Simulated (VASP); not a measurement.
Input of a VASP 6.6.1 run:

File INCAR:

```
PREC = Accurate ; ENCUT = 520
EDIFF = 1E-6 ; ISMEAR = 0
SIGMA = 0.02 ; LREAL = F
LASPH = T ; NELM = 100
ALGO = Normal ; ISIF = 2
LWAVE = F ; LCHARG = F
GGA = PE ; NBANDS = 41
```

File KPOINTS:

```
regular mesh
0
Gamma
  12 12 2
```

Contents of POSCAR:

```
BeZn3Se4
1.0
    3.9487355755      0.0000000000      0.0000000000
   -1.9743677878      3.4197053212      0.0000000000
    0.0000000000      0.0000000000     13.0379726000
Be Zn Se
1 3 4
Direct
    0.3333333333      0.6666666667      0.0012130000
    0.3333333333      0.6666666667      0.5008500000
    0.6666666667      0.3333333333      0.2425510000
    0.6666666667      0.3333333333      0.7597200000
    0.3333333333      0.6666666667      0.1733880000
    0.3333333333      0.6666666667      0.6903950000
    0.6666666667      0.3333333333      0.4319450000
    0.6666666667      0.3333333333      0.9499360000
```

Potentials or basis: VASP PAW PBE potentials, release 64 (Be, Zn, Se).

Run with:

```console
$ cat potpaw_PBE.64/Be/POTCAR potpaw_PBE.64/Zn/POTCAR potpaw_PBE.64/Se/POTCAR > POTCAR
$ mpirun -np 1 vasp_std > vasp.out
```

(1) Predict the pressure.

(2) Estimate the largest force.

(3) What does it give for the band gap on the k mesh?

Results:

(1) 0.2 GPa.

(2) 0.014 eV/Å.

(3) 1.59 eV.
